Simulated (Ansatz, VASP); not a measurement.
Given: the input of a run of VASP 6.6.1 on Mo.

INCAR

```
SYSTEM = Mo
PREC     = Accurate       ! precision mode
ENCUT    = 520            ! plane-wave cutoff, eV
EDIFF    = 1E-6           ! SCF threshold, eV
ISMEAR   = -1             ! smearing method
SIGMA    = 0.05           ! smearing width, eV
LREAL    = .False.        ! projectors in reciprocal space
LASPH    = .True.         ! aspherical terms in the spheres
NELM     = 100            ! most SCF steps
ALGO     = Normal         ! electronic algorithm
ISIF     = 2              ! what is computed and relaxed
LWAVE    = .False.        ! write WAVECAR
LCHARG   = .False.        ! write CHGCAR
LDIPOL   = .True.       
IDIPOL   = 3            
DIPOL    = 0.5 0.5 0.500
GGA      = PE             ! functional
NBANDS   = 43             ! bands
```

KPOINTS

```
regular mesh
0
Gamma
  10 10 1
  0 0 0
```

The input POSCAR:

```
Mo
1.0
    2.7210518187      0.0000000000      0.0000000000
   -0.9070172729      2.5654322573      0.0000000000
    0.0000000000      0.0000000000     23.8869180260
Mo
5
Direct
    0.5000000000      0.5000000000      0.3139793921
    0.0000000000      0.0000000000      0.4069896960
    0.5000000000      0.5000000000      0.5000000000
    0.0000000000      0.0000000000      0.5930103040
    0.5000000000      0.5000000000      0.6860206079
```

Potentials or basis: VASP PAW PBE potentials, release 64 (Mo_sv).

Run with:

```console
$ cat potpaw_PBE.64/Mo_sv/POTCAR > POTCAR
$ mpirun -np 1 vasp_std > vasp.out
```

Problem. Set up the same calculation for Ansatz 0.2.0. Potentials there: Ansatz PAW.

Solution. As run (the cutoff follows the program's own potentials):

File input.yaml:

```yaml
crystal:
  lattice:
    - [2.7210518187, 0.0, 0.0]
    - [-0.9070172729, 2.5654322573, 0.0]
    - [0.0, 0.0, 23.886918026]
  atoms:
    - { symbol: Mo, position: [0.5, 0.5, 0.3139793921] }
    - { symbol: Mo, position: [0.0, 0.0, 0.406989696] }
    - { symbol: Mo, position: [0.5, 0.5, 0.5] }
    - { symbol: Mo, position: [0.0, 0.0, 0.593010304] }
    - { symbol: Mo, position: [0.5, 0.5, 0.6860206079] }
hamiltonian:
  xc: pbe
  pseudopotentials: { kind: paw }
kpoints:
  mp_grid: { grid: [10, 10, 1] }
scf:
  occupations: { method: fermi_dirac, width: 0.05 }
output:
  forces: true
  eigenvalues: true
efield:
  axis: 3
  dipole_correction: true
  ramp_width: 0.04
```

Potentials or basis: Ansatz PAW.

Run with:

```console
$ ansatz run input.yaml --threads 4 --pin off --max-ram 11264MiB --backend cpu --events-out ev --progress --plain --runs-dir out
```

Both were run:

|  | VASP | Ansatz | Ansatz less VASP |
| --- | --- | --- | --- |
| gap on the k mesh at the Fermi level (eV) | none | none | - |
| rms of the force components (eV/Å) | 0.280 | 0.283 | +0.0036 |

Atom by atom the forces differ by 0.008 eV/Å (rms over components). A gap of «none» marks a metal or a gap that the smearing closes. The functional is the same, so the differences come from potentials, cutoffs and numerics.
